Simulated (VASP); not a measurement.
# NaCl (Pm-3m) in VASP: settings compared

Aim: see how the results for NaCl move with the level of theory and the settings. Levels: PBE-based screened hybrid with 15 % exact exchange, PBE-based screened hybrid with 20 % exact exchange. Tasks: single point.

Everything below comes from runs of VASP 6.6.1. Logs are shortened: lines on timing, memory, paths and dates and some standing lists are left out, and cuts for length are marked.

### 1 The cell of the first run

It takes space group Pm-3m (No. 221, cubic). Conventional cell: a = 3.502 Å, b = 3.502 Å, c = 3.502 Å, α = 90.00°, β = 90.00°, γ = 90.00°. Cl (site symmetry m-3m) has 8 Na at 3.03 Å and 6 Cl at 3.50 Å within 4.0 Å. Na (site symmetry m-3m) has 8 Cl at 3.03 Å and 6 Na at 3.50 Å within 4.0 Å.

### 2 Single point, PBE-based screened hybrid with 15 % exact exchange

Input file POSCAR:

```
NaCl
1.0
    3.5021900000      0.0000000000      0.0000000000
    0.0000000000      3.5021900000      0.0000000000
    0.0000000000      0.0000000000      3.5021900000
Cl Na
1 1
Direct
    0.5000000000      0.5000000000      0.5000000000
    0.0000000000      0.0000000000      0.0000000000
```

Input file INCAR.step1:

```
SYSTEM = NaCl
PREC     = Accurate       ! precision mode
ENCUT    = 520            ! plane-wave cutoff, eV
EDIFF    = 1E-5           ! SCF threshold, eV
ISMEAR   = -1             ! smearing method
SIGMA    = 0.05           ! smearing width, eV
LREAL    = .False.        ! projectors in reciprocal space
LASPH    = .True.         ! aspherical terms in the spheres
NELM     = 60             ! most SCF steps
ALGO     = Normal         ! electronic algorithm
ISIF     = 2              ! what is computed and relaxed
LWAVE    = .True.         ! write WAVECAR
GGA      = PE             ! functional
NBANDS   = 14             ! bands
```

Input file INCAR.step2:

```
SYSTEM = NaCl
PREC     = Accurate       ! precision mode
ENCUT    = 520            ! plane-wave cutoff, eV
EDIFF    = 1E-6           ! SCF threshold, eV
ISMEAR   = -1             ! smearing method
SIGMA    = 0.05           ! smearing width, eV
LREAL    = .False.        ! projectors in reciprocal space
LASPH    = .True.         ! aspherical terms in the spheres
NELM     = 60             ! most SCF steps
ALGO     = Normal         ! electronic algorithm
ISIF     = 2              ! what is computed and relaxed
LWAVE    = .False.        ! write WAVECAR
LCHARG   = .True.         ! write CHGCAR
GGA      = PE             ! functional
LHFCALC  = .True.         ! exact exchange
AEXX     = 0.15           ! exact-exchange fraction
HFSCREEN = 0.2            ! screening, 1/A
PRECFOCK = Normal       
LELF     = .True.         ! ELF
LVHAR    = .True.       
ISTART   = 1            
NBANDS   = 14             ! bands
```

Input file KPOINTS:

```
regular mesh
0
Gamma
  4 4 4
  0 0 0
```

Potentials or basis: VASP PAW PBE potentials, release 64 (Cl, Na_pv).

Command:

```
$ cat potpaw_PBE.64/Cl/POTCAR potpaw_PBE.64/Na_pv/POTCAR > POTCAR
$ cp INCAR.step1 INCAR
$ mpirun -np 1 vasp_std > vasp.out
$ cp INCAR.step2 INCAR
$ mpirun -np 1 vasp_std > vasp.out
```

OUTCAR:

```text
SYSTEM = NaCl
   PREC = Accurate
   ENCUT = 520
   EDIFF = 1E-6
   ISMEAR = -1
   LREAL = .False.
   LASPH = .True.
   NELM = 60
   ISIF = 2
   GGA = PE
   LHFCALC = .True.
   AEXX = 0.15
   HFSCREEN = 0.2
   PRECFOCK = Normal
   ISTART = 1

 ion  position               nearest neighbor table
   1  0.500  0.500  0.500-
   2  0.000  0.000  0.000-

  LATTYP: Found a simple cubic cell.
 ALAT       =     3.5021900000

  Lattice vectors:

 A1 = (   3.5021900000,   0.0000000000,   0.0000000000)
 A2 = (   0.0000000000,   3.5021900000,   0.0000000000)
 A3 = (   0.0000000000,   0.0000000000,   3.5021900000)

Analysis of symmetry for initial positions (statically):
=====================================================================
 Subroutine PRICEL returns:
 Original cell was already a primitive cell.

 Routine SETGRP: Setting up the symmetry group for a
 simple cubic supercell.

 Subroutine GETGRP returns: Found 48 space group operations
 (whereof 48 operations were pure point group operations)
 out of a pool of 48 trial point group operations.

The static configuration has the point symmetry O_h .

Analysis of symmetry for dynamics (positions and initial velocities):
=====================================================================
 Subroutine PRICEL returns:
 Original cell was already a primitive cell.

 Routine SETGRP: Setting up the symmetry group for a
 simple cubic supercell.

 Subroutine GETGRP returns: Found 48 space group operations
 (whereof 48 operations were pure point group operations)
 out of a pool of 48 trial point group operations.

The dynamic configuration has the point symmetry O_h .

 Subroutine INISYM returns: Found 48 space group operations
 (whereof 48 operations are pure point group operations),
 and found     1 'primitive' translations

----------------------------------------------------------------------------------------

                                     Primitive cell

  volume of cell :      42.9555

  direct lattice vectors                    reciprocal lattice vectors
     3.502190000  0.000000000  0.000000000     0.285535622  0.000000000  0.000000000
[... 84 lines left out ...]
   EMIN   =  10.00;   EMAX   =-10.00  energy-range for DOS
   EFERMI =   0.00;   METHOD = LEGACY
   ISMEAR =    -1;   SIGMA  =   0.05  broadening in eV -4-tet -1-fermi 0-gaus
   EFERMI_NEDOS =   21; number of points for ismear=-14 and -15
   IALGO  =     38    algorithm
   IMIX   =      1    mixing-type and parameters
     AMIX     =   0.40;   BMIX     =  1.00
     AMIX_MAG =   1.60;   BMIX_MAG =  1.00
  volume/ion in A,a.u.               =      21.48       144.94
  Fermi-wavevector in a.u.,A,eV,Ry     =   1.126621  2.129005 17.269530  1.269275
  Thomas-Fermi vector in A             =   2.263304
   LORBIT       =      0    0 simple, 1 ext, 2 COOP (PROOUT), +10 PAW based schemes
   GGA     = PE    functional components
   LHFCALC =     T    Hartree Fock is set to
   PRECFOCK=normal    Normal, Fast or Accurate (Low or Medium for compatibility)
   ENCUT4O =  -1.0   cutoff for four orbital integrals eV
   NKREDX  =     1    reduce k-point grid by
   NKREDY  =     1    reduce k-point grid by
   NKREDZ  =     1    reduce k-point grid by
   AEXX    =    0.1500 exact exchange contribution
   HFSCREEN=    0.2000 screening length (either q_TF or 0.3 A-1)
   HFSCREENC=   0.2000 screening length for correlation (either q_TF or 0.3 A-1)
   ENCUTFOCK=  -1.0 apply spherical cutoff to Coloumb kernel
   IVDW    =     0    specifies the selected vdW correction
   LEPSILON=     F    determine dielectric tensor
   LRPA    =     F    only Hartree local field effects (RPA)
 non-spin polarized calculation
  energy-cutoff  :      520.00
  volume of cell :       42.96
 maximum number of plane-waves:      1189
 NGX is ok and might be reduce to    28
  NGX = 20; NGY = 20; NGZ = 20

 number of electron      13.9999982 magnetization

 Free energy of the ion-electron system (eV)
  ---------------------------------------------------
  ext. energy  EPLUGINS =         0.00000000
  ---------------------------------------------------
  free energy    TOTEN  =        -7.11842120 eV

  energy without entropy =       -7.11842120  energy(sigma->0) =       -7.11842120

 E-fermi :   0.9331     XC(G=0):  -7.5669

 val. band max:       -0.1296433572   @ k =   0.5000   0.5000   0.0000
 cond. band min:       4.6385200433   @ k =   0.0000   0.0000   0.0000
 fundamental gap:      4.7681634004
 Fermi energy:         0.9331191966

 k-point     1 :       0.0000    0.0000    0.0000
  band No.  band energies     occupation
      1     -23.5067      2.00000
      2     -23.5067      2.00000
      3     -23.5067      2.00000
      4     -14.2610      2.00000
      5      -0.6454      2.00000
      6      -0.6454      2.00000
      7      -0.6454      2.00000
      8       4.6385      0.00000
      9       9.2643      0.00000
     10       9.2643      0.00000
     11      16.5939      0.00000
     12      16.5939      0.00000
     13      16.5940      0.00000
     14      16.8622      0.00000
[... 139 lines left out ...]
      1     -23.5316      2.00000
      2     -23.5316      2.00000
      3     -23.5316      2.00000
      4     -13.3199      2.00000
      5      -2.0660      2.00000
      6      -2.0660      2.00000
      7      -2.0660      2.00000
      8       7.7858      0.00000
      9       7.7858      0.00000
     10       7.7858      0.00000
     11      12.4969      0.00000
     12      16.8271      0.00000
     13      16.8271      0.00000
     14      16.8271      0.00000

------------------------ aborting loop because EDIFF is reached ----------------------------------------

  FORCE on cell =-STRESS in cart. coord.  units (eV):
  Direction    XX          YY          ZZ          XY          YZ          ZX
  --------------------------------------------------------------------------------------
  -------------------------------------------------------------------------------------
  Total       -0.0314759     -0.0314759     -0.0314759     -0.0000000     -0.0000000      0.0000000
  in kB       -1.1740038     -1.1740038     -1.1740038     -0.0000000     -0.0000000      0.0000000
  external PRESSURE =      -1.1740038 kB  Pullay stress =       0.0000000 kB

 VOLUME and BASIS-vectors are now :
 -----------------------------------------------------------------------------
  energy-cutoff  :      520.00
  volume of cell :       42.96
      direct lattice vectors                 reciprocal lattice vectors
     3.502190000  0.000000000  0.000000000     0.285535622  0.000000000  0.000000000
     0.000000000  3.502190000  0.000000000     0.000000000  0.285535622  0.000000000
     0.000000000  0.000000000  3.502190000     0.000000000  0.000000000  0.285535622

 POSITION                                       TOTAL-FORCE (eV/Angst)
 -----------------------------------------------------------------------------------
      1.75110      1.75110      1.75110         0.000000      0.000000      0.000000
      0.00000      0.00000      0.00000         0.000000      0.000000      0.000000
 -----------------------------------------------------------------------------------
    total drift:                               -0.000001     -0.000001      0.000001

  FREE ENERGIE OF THE ION-ELECTRON SYSTEM (eV)
  ---------------------------------------------------
  free  energy   TOTEN  =        -7.1184211985 eV

  energy  without entropy=       -7.1184211984  energy(sigma->0) =       -7.11842120
```

OSZICAR.step1:

```text
N       E                     dE             d eps       ncg     rms          rms(c)
DAV:   1     0.977821055118E+02    0.97782E+02   -0.71656E+03   280   0.105E+03
DAV:   2     0.111247599196E+01   -0.96670E+02   -0.89441E+02   312   0.268E+02
DAV:   3    -0.659982458653E+01   -0.77123E+01   -0.76699E+01   358   0.697E+01
DAV:   4    -0.671781021292E+01   -0.11799E+00   -0.11795E+00   292   0.941E+00
DAV:   5    -0.672036384747E+01   -0.25536E-02   -0.25534E-02   388   0.137E+00    0.229E+00
DAV:   6    -0.649046635146E+01    0.22990E+00   -0.31325E-01   350   0.340E+00    0.164E+00
DAV:   7    -0.646009123654E+01    0.30375E-01   -0.92423E-02   404   0.182E+00    0.114E+00
DAV:   8    -0.646025573961E+01   -0.16450E-03   -0.10959E-02   280   0.944E-01    0.410E-01
DAV:   9    -0.646004652374E+01    0.20922E-03   -0.41344E-04   358   0.153E-01    0.195E-01
DAV:  10    -0.646012866425E+01   -0.82141E-04   -0.23405E-04   304   0.113E-01    0.265E-02
DAV:  11    -0.646012684808E+01    0.18162E-05   -0.87402E-06   340   0.266E-02
   1 F= -.64601268E+01 E0= -.64601268E+01  d E =-.204072E-10
```

Wall time 87 s (1 thread of Intel Xeon 8259CL, shared host); peak memory 0.22 GiB.

What came out:

```
Free energy            : -7.1184 eV
Pressure               : -0.1 GPa
Band gap on the k mesh : 4.77 eV (least direct gap 5.28 eV)
```

Levels at points of the mesh, in eV from the valence-band top:
| k point | band 3 | band 4 | band 5 | band 6 | band 7 | band 8 | band 9 | band 10 | band 11 | band 12 |
| --- | --- | --- | --- | --- | --- | --- | --- | --- | --- | --- |
| (0.00, 0.00, 0.00) | -23.38 | -14.13 | -0.52 | -0.52 | -0.52 | 4.77 | 9.39 | 9.39 | 16.72 | 16.72 |
| (0.50, 0.00, 0.00) | -23.37 | -13.76 | -3.06 | -0.27 | -0.27 | 7.74 | 9.49 | 11.39 | 12.78 | 12.78 |
| (0.50, 0.50, 0.00) | -23.37 | -13.48 | -2.37 | -2.37 | 0.00 | 6.33 | 10.77 | 11.96 | 11.96 | 13.56 |
| (0.50, 0.50, 0.50) | -23.40 | -13.19 | -1.94 | -1.94 | -1.94 | 7.92 | 7.92 | 7.92 | 12.63 | 16.96 |

Caveat: the k points lie up to 0.45 Å⁻¹ apart; the PAW data sets were made with another functional, which shifts forces and pressure a little.

### 3 Single point, PBE-based screened hybrid with 20 % exact exchange

POSCAR is that of step 2.

Input file INCAR.step1:

```
PREC = Accurate ; ENCUT = 520
EDIFF = 1E-5 ; ISMEAR = -1
SIGMA = 0.05 ; LREAL = F
LASPH = T ; NELM = 100
ALGO = Normal ; ISIF = 2
LWAVE = T ; LCHARG = F
GGA = PE ; NBANDS = 14
```

Input file INCAR.step2:

```
PREC = Accurate ; ENCUT = 520
EDIFF = 1E-7 ; ISMEAR = -1
SIGMA = 0.05 ; LREAL = F
LASPH = T ; NELM = 100
ALGO = Normal ; ISIF = 2
LWAVE = F ; LCHARG = F
GGA = PE ; LHFCALC = T
AEXX = 0.2 ; HFSCREEN = 0.2
PRECFOCK = Normal ; ISTART = 1
NBANDS = 14
```

Input file KPOINTS:

```
regular mesh
0
Gamma
  4 4 4
```

Potentials or basis: VASP PAW PBE potentials, release 64 (Cl, Na_pv).

Command:

```
$ cat potpaw_PBE.64/Cl/POTCAR potpaw_PBE.64/Na_pv/POTCAR > POTCAR
$ cp INCAR.step1 INCAR
$ mpirun -np 1 vasp_std > vasp.out
$ cp INCAR.step2 INCAR
$ mpirun -np 1 vasp_std > vasp.out
```

Run time: 2.6 min. Hardware: 1 thread of Intel Xeon 8259CL, shared host; peak memory 0.22 GiB.

It converged, with:

- Free energy: -7.3416 eV
- Pressure: -0.3 GPa
- Band gap on the k mesh: 5.04 eV (least direct gap 5.56 eV)

Levels at points of the mesh, in eV from the valence-band top:
| k point | band 3 | band 4 | band 5 | band 6 | band 7 | band 8 | band 9 | band 10 | band 11 | band 12 |
| --- | --- | --- | --- | --- | --- | --- | --- | --- | --- | --- |
| (0.00, 0.00, 0.00) | -23.81 | -14.38 | -0.52 | -0.52 | -0.52 | 5.04 | 9.67 | 9.67 | 17.07 | 17.07 |
| (0.50, 0.00, 0.00) | -23.81 | -14.00 | -3.10 | -0.27 | -0.27 | 8.02 | 9.80 | 11.69 | 13.09 | 13.09 |
| (0.50, 0.50, 0.00) | -23.80 | -13.72 | -2.40 | -2.40 | 0.00 | 6.60 | 11.06 | 12.28 | 12.28 | 13.88 |
| (0.50, 0.50, 0.50) | -23.84 | -13.43 | -1.97 | -1.97 | -1.97 | 8.19 | 8.19 | 8.19 | 12.96 | 17.32 |

Caveat: the k points lie up to 0.45 Å⁻¹ apart; the PAW data sets were made with another functional, which shifts forces and pressure a little. A k mesh can miss the band edges.
